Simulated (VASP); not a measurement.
# AlN (Fm-3m) in VASP: single point with RPBE

Aim: the single point of AlN with RPBE.

The COD entry that gives the cell may itself be a prediction, so a difference from it is no test against experiment.

All numbers are computed with VASP 6.6.1; they aren't measurements. Logs are shortened: lines on timing, memory, paths and dates and some standing lists are left out, and cuts for length are marked.

### Step 1. The cell of the first run

The structure is cubic, space group Fm-3m (No. 225). Conventional cell: a = 3.938 Å, b = 3.938 Å, c = 3.938 Å, α = 90.00°, β = 90.00°, γ = 90.00°. Within 2.6 Å of Al (site symmetry m-3m) lie 6 N at 1.97 Å. Within 2.6 Å of N (site symmetry m-3m) lie 6 Al at 1.97 Å.

### Step 2. Single point, RPBE

INCAR

```
  PREC = Accurate
  ENCUT = 520
  EDIFF = 1E-6
  ISMEAR = 0
  SIGMA = 0.01
  LREAL = F
  LASPH = T
  NELM = 80
  ALGO = Normal
  ISIF = 2
  LWAVE = F
  LCHARG = F
  GGA = RP
  NBANDS = 11
```

KPOINTS

```
Automatic mesh
0
Gamma
  8 8 8
```

POSCAR

```
AlN
1.0
    2.7845870000      0.0000000000      0.0000000000
    1.3922935000      2.4115230810      0.0000000000
    1.3922935000      0.8038410270      2.2736057648
Al N
1 1
Direct
    0.0000000000      0.0000000000      0.0000000000
    0.5000000000      0.5000000000      0.5000000000
```

Potentials or basis: VASP PAW PBE potentials, release 64 (Al, N).

Command:

```console
$ cat potpaw_PBE.64/Al/POTCAR potpaw_PBE.64/N/POTCAR > POTCAR
$ mpirun -np 1 vasp_std > vasp.out
```

OUTCAR:

```text
PREC = Accurate
   ENCUT = 520
   EDIFF = 1E-6
   ISMEAR = 0
   LREAL = F
   LASPH = T
   NELM = 80
   ISIF = 2
   GGA = RP

 ion  position               nearest neighbor table
   1  0.000  0.000  0.000-   2 1.97   2 1.97   2 1.97   2 1.97   2 1.97   2 1.97
   2  0.500  0.500  0.500-   1 1.97   1 1.97   1 1.97   1 1.97   1 1.97   1 1.97

  LATTYP: Found a face centered cubic cell.
 ALAT       =     3.9380007009

  Lattice vectors:

 A1 = (   2.7845870000,   0.0000000000,   0.0000000000)
 A2 = (   1.3922935000,   2.4115230810,   0.0000000000)
 A3 = (   1.3922935000,   0.8038410270,   2.2736057648)

Analysis of symmetry for initial positions (statically):
=====================================================================
 Subroutine PRICEL returns:
 Original cell was already a primitive cell.

 Routine SETGRP: Setting up the symmetry group for a
 face centered cubic supercell.

 Subroutine GETGRP returns: Found 48 space group operations
 (whereof 48 operations were pure point group operations)
 out of a pool of 48 trial point group operations.

The static configuration has the point symmetry O_h .

Analysis of symmetry for dynamics (positions and initial velocities):
=====================================================================
 Subroutine PRICEL returns:
 Original cell was already a primitive cell.

 Routine SETGRP: Setting up the symmetry group for a
 face centered cubic supercell.

 Subroutine GETGRP returns: Found 48 space group operations
 (whereof 48 operations were pure point group operations)
 out of a pool of 48 trial point group operations.

The dynamic configuration has the point symmetry O_h .

 Subroutine INISYM returns: Found 48 space group operations
 (whereof 48 operations are pure point group operations),
 and found     1 'primitive' translations

----------------------------------------------------------------------------------------

                                     Primitive cell

  volume of cell :      15.2675

  direct lattice vectors                    reciprocal lattice vectors
     2.784587000  0.000000000  0.000000000     0.359119683 -0.207337846 -0.146609997
     1.392293500  2.411523081  0.000000000     0.000000000  0.414675691 -0.146609997
     1.392293500  0.803841027  2.273605765     0.000000000  0.000000000  0.439829990

  length of vectors
     2.784587000  2.784587000  2.784587000     0.439829990  0.439829990  0.439829990
[... 87 lines left out ...]
   ISIF   =      2    stress and relaxation
   ISYM   =      2    0-nonsym 1-usesym 2-fastsym
   POTIM  = 0.5000    time-step for ionic-motion
   TEBEG  =    0.0;   TEEND  =   0.0 temperature during run
   PSTRESS=    0.0 pullay stress
   NELECT =       8.0000    total number of electrons
   NUPDOWN=      -1.0000    fix difference up-down
   EMIN   =  10.00;   EMAX   =-10.00  energy-range for DOS
   EFERMI =   0.00;   METHOD = LEGACY
   ISMEAR =     0;   SIGMA  =   0.01  broadening in eV -4-tet -1-fermi 0-gaus
   EFERMI_NEDOS =   21; number of points for ismear=-14 and -15
   IALGO  =     38    algorithm
   IMIX   =      4    mixing-type and parameters
     AMIX     =   0.40;   BMIX     =  1.00
     AMIX_MAG =   1.60;   BMIX_MAG =  1.00
  volume/ion in A,a.u.               =       7.63        51.52
  Fermi-wavevector in a.u.,A,eV,Ry     =   1.319823  2.494104 23.700435  1.741933
  Thomas-Fermi vector in A             =   2.449693
   LORBIT       =      0    0 simple, 1 ext, 2 COOP (PROOUT), +10 PAW based schemes
   GGA     = RP    functional components
   LHFCALC =     F    Hartree Fock is set to
   AEXX    =    0.0000 exact exchange contribution
   IVDW    =     0    specifies the selected vdW correction
   LEPSILON=     F    determine dielectric tensor
   LRPA    =     F    only Hartree local field effects (RPA)
 non-spin polarized calculation
 Gauss-broadening in eV      SIGMA  =   0.01
  energy-cutoff  :      520.00
  volume of cell :       15.27
 maximum number of plane-waves:       428
 NGX is ok and might be reduce to    24
   NGX = 11   NGY = 11   NGZ = 11

 number of electron       8.0000000 magnetization

 Free energy of the ion-electron system (eV)
  ---------------------------------------------------
  ext. energy  EPLUGINS =         0.00000000
  ---------------------------------------------------
  free energy    TOTEN  =       -13.59943857 eV

  energy without entropy =      -13.59943857  energy(sigma->0) =      -13.59943857

 E-fermi :  11.1911     XC(G=0): -12.5689

 val. band max:       11.1397062811   @ k =   0.0000   0.0000   0.0000
 cond. band min:      16.3001662590   @ k =   0.5000   0.5000   0.0000
 fundamental gap:      5.1604599778
 Fermi energy:        11.1911256775

 k-point     1 :       0.0000    0.0000    0.0000
  band No.  band energies     occupation
      1      -7.2031      2.00000
      2      11.1397      2.00000
      3      11.1397      2.00000
      4      11.1397      2.00000
      5      18.0245      0.00000
      6      23.5663      0.00000
      7      23.5663      0.00000
      8      23.5663      0.00000
      9      28.9155      0.00000
     10      29.5089      0.00000
     11      29.5089      0.00000
[... 309 lines left out ...]
 k-point    24 :      -0.3750    0.2500    0.1250
  band No.  band energies     occupation
      1      -3.0995      2.00000
      2       3.2475      2.00000
      3       7.1398      2.00000
      4       8.9717      2.00000
      5      20.1484      0.00000
      6      20.4832      0.00000
      7      24.3346      0.00000
      8      24.8599      0.00000
      9      30.2299      0.00000
     10      31.4316      0.00000
     11      34.7240      0.00000

 [... further k-points ...]

------------------------ aborting loop because EDIFF is reached ----------------------------------------

  FORCE on cell =-STRESS in cart. coord.  units (eV):
  Direction    XX          YY          ZZ          XY          YZ          ZX
  --------------------------------------------------------------------------------------
  -------------------------------------------------------------------------------------
  Total        3.3285992      3.3285992      3.3285992     -0.0000000      0.0000000     -0.0000000
  in kB      349.3049267    349.3049266    349.3049267     -0.0000000      0.0000000     -0.0000000
  external PRESSURE =     349.3049266 kB  Pullay stress =       0.0000000 kB

 VOLUME and BASIS-vectors are now :
 -----------------------------------------------------------------------------
  energy-cutoff  :      520.00
  volume of cell :       15.27
      direct lattice vectors                 reciprocal lattice vectors
     2.784587000  0.000000000  0.000000000     0.359119683 -0.207337846 -0.146609997
     1.392293500  2.411523081  0.000000000     0.000000000  0.414675691 -0.146609997
     1.392293500  0.803841027  2.273605765     0.000000000  0.000000000  0.439829990

 POSITION                                       TOTAL-FORCE (eV/Angst)
 -----------------------------------------------------------------------------------
      0.00000      0.00000      0.00000         0.000000     -0.000000      0.000000
      2.78459      1.60768      1.13680        -0.000000      0.000000      0.000000
 -----------------------------------------------------------------------------------
    total drift:                               -0.000000      0.000000     -0.000000

  FREE ENERGIE OF THE ION-ELECTRON SYSTEM (eV)
  ---------------------------------------------------
  free  energy   TOTEN  =       -13.5994385683 eV

  energy  without entropy=      -13.5994385683  energy(sigma->0) =      -13.59943857
```

stdout:

```text
POSCAR found type information on POSCAR AlN
 POSCAR found :  2 types and       2 ions
 scaLAPACK will be used
 -----------------------------------------------------------------------------
|                                                                             |
|                                                                             |
|     You enforced a specific xc type in the INCAR file but a different       |
|     I HOPE YOU KNOW WHAT YOU ARE DOING!                                     |
|                                                                             |
 -----------------------------------------------------------------------------

 LDA part: xc-table for (Slater+PW92), standard interpolation
 POSCAR, INCAR and KPOINTS ok, starting setup
 FFT: planning ... GRIDC
 FFT: planning ... GRID_SOFT
 FFT: planning ... GRID
 WAVECAR not read
 entering main loop
```

It took 8.2 s on 1 thread of Intel Xeon 8259CL, shared host; peak memory 0.13 GiB.

What came out:

| Item | Value |
| --- | --- |
| Free energy | -13.5994 eV |
| Pressure | 34.9 GPa |
| Band gap on the k mesh | 5.16 eV, indirect (least direct gap 6.88 eV) |

Caveat: the PAW data sets were made with another functional, which shifts forces and pressure a little. A k mesh can miss the band edges.
